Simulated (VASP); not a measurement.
A run of VASP 6.6.1 is set up as follows.

File INCAR:

```
SYSTEM = LiTmH4
PREC     = Accurate       ! precision mode
ENCUT    = 750            ! plane-wave cutoff, eV
EDIFF    = 1E-6           ! SCF threshold, eV
ISMEAR   = 0              ! smearing method
SIGMA    = 0.15           ! smearing width, eV
LREAL    = .False.        ! projectors in reciprocal space
LASPH    = .True.         ! aspherical terms in the spheres
NELM     = 200            ! most SCF steps
ALGO     = Normal         ! electronic algorithm
ISIF     = 2              ! what is computed and relaxed
LWAVE    = .False.        ! write WAVECAR
LCHARG   = .False.        ! write CHGCAR
GGA      = PE             ! functional
NBANDS   = 17             ! bands
GGA_COMPAT= .False.      
LMAXMIX  = 6              ! l up to which the mixer works
```

Contents of KPOINTS:

```
regular mesh
0
Gamma
  3 3 3
  0 0 0
```

File POSCAR:

```
LiTmH4
1.0
    3.2818359415     -2.7876366058      0.0000000000
    3.2818359415      2.7876366058      0.0000000000
    0.0000000000      0.0000000000      3.7812037646
Li Tm H
1 1 4
Direct
    0.5000000000      0.5000000000      0.0000000000
    0.0000000000      0.0000000000      0.5000000000
    0.1934832902      0.8065167098      0.0000000000
    0.8065167098      0.1934832902      0.0000000000
    0.0000000000      0.5000000000      0.5000000000
    0.5000000000      0.0000000000      0.5000000000
```

Potentials or basis: VASP PAW PBE potentials, release 64 (Li_sv, Tm_3, H), 4f in core.

Launch:

```bash
$ cat potpaw_PBE.64/Li_sv/POTCAR potpaw_PBE.64/Tm_3/POTCAR potpaw_PBE.64/H/POTCAR > POTCAR
$ mpirun -np 1 vasp_std > vasp.out
```

Problem. Predict the band gap on the k mesh.

Solution. 0.67 eV (least direct gap 0.68 eV).

Problem. What does it give for the pressure?

Solution. 0.3 GPa.

Stress tensor (GPa, compression positive):
```
0.30 0.00 0.00
0.00 0.38 0.00
0.00 0.00 0.36
```

Caveat: the k points lie up to 0.55 Å⁻¹ apart; spin-orbit coupling is left out, which moves the levels of the heavy elements; an odd mesh through Γ misses points on the zone boundary, where band edges can lie; the 4f electrons are frozen in the core, so they carry no moment and show no levels.
